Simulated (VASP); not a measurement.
Input of a VASP 6.6.1 run:

File INCAR:

```
SYSTEM = Sb2As3
PREC = Accurate ; ENCUT = 520
EDIFF = 1E-6 ; ISMEAR = 0
SIGMA = 0.1 ; LREAL = .False.
LASPH = .True. ; NELM = 100
ALGO = Fast ; ISIF = 2
LWAVE = .False. ; LCHARG = .True.
GGA = PE ; LELF = .True.
LVHAR = .True. ; NBANDS = 36
```

File KPOINTS:

```
regular mesh
0
Gamma
  3 3 3
  0 0 0
```

File POSCAR:

```
Sb2As3
1.0
    3.5797797285      2.0667867899      6.2916207021
   -3.5797797285      2.0667867899      6.2916207021
    0.0000000000     -4.1335735798      6.2916207021
Sb As
4 6
Direct
    0.8621540587      0.8621540587      0.8621540587
    0.6378459413      0.6378459413      0.6378459413
    0.1378459413      0.1378459413      0.1378459413
    0.3621540587      0.3621540587      0.3621540587
    0.0116931842      0.4883068158      0.7500000000
    0.7500000000      0.0116931842      0.4883068158
    0.4883068158      0.7500000000      0.0116931842
    0.9883068158      0.5116931842      0.2500000000
    0.2500000000      0.9883068158      0.5116931842
    0.5116931842      0.2500000000      0.9883068158
```

Potentials or basis: VASP PAW PBE potentials, release 64 (Sb, As).

Launch:

```bash
$ cat potpaw_PBE.64/Sb/POTCAR potpaw_PBE.64/As/POTCAR > POTCAR
$ mpirun -np 1 vasp_std > vasp.out
```

Predict the pressure.

0.1 GPa.

Predict the band gap on the k mesh.

zero (bands 25 and 26 overlap by 0.24 eV).

Predict the largest force.

0.023 eV/Å.

Stress tensor (GPa, compression positive):
```
0.02 0.00 0.00
0.00 0.02 0.00
0.00 0.00 0.13
```

Caveat: spin-orbit coupling is left out, which moves the levels of the heavy elements.
